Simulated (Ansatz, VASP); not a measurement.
**BN in VASP and in Ansatz**

```
B N
1.0
     0.00000    1.78833    1.78833
     1.78833    0.00000    1.78833
     1.78833    1.78833    0.00000
B N
1 1
Direct
  0.00000 0.00000 0.00000
  0.75000 0.75000 0.75000
```

Alike in both runs: task single point; functional PBE; k mesh 12 × 12 × 12; no spin polarisation.

```csv
,VASP,Ansatz
version,VASP 6.6.1,Ansatz 0.2.0
potentials or method,"VASP PAW PBE potentials, release 64 (B, N), cutoff 520 eV","scalar-relativistic, plane waves, PAW"
occupations,"gaussian, width 0.01 eV",fixed
valence electrons in the cell,8,8
```

Ansatz gave:

* gap on the k mesh at the Fermi level (eV): 4.50
* pressure (GPa): 16.0

Question: Estimate VASP's values.

Answer: gap on the k mesh at the Fermi level (eV): 4.49; pressure (GPa): 16.4.
